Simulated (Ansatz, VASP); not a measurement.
# One calculation of Mo, two programs

```
Mo
1.0
    -1.57342    1.57342    1.57342
     1.57342   -1.57342    1.57342
     1.57342    1.57342   -1.57342
Mo
1
Direct
  0.00000 0.00000 0.00000
```

Alike in both runs: task single point; functional LDA; k mesh 12 × 12 × 12; occupations methfessel-paxton of order 1, width 0.1 eV; no spin polarisation.

|  | VASP | Ansatz |
| --- | --- | --- |
| version | VASP 6.6.1 | Ansatz 0.2.0 |
| potentials or method | VASP PAW LDA potentials, release 64 (Mo_sv), cutoff 500 eV | all-electron (LAPW or listed datasets) |

|  | VASP | Ansatz | Ansatz less VASP |
| --- | --- | --- | --- |
| gap on the k mesh at the Fermi level (eV) | none | none | - |
| pressure (GPa) | -8.3 | -9.4 | -1.03 |

LDA's correlation is that of Perdew and Zunger in VASP and of Perdew and Wang (1992) in Ansatz. A gap of «none» marks a metal or a gap that the smearing closes. Ansatz ran all-electron here, and VASP with PAW potentials.
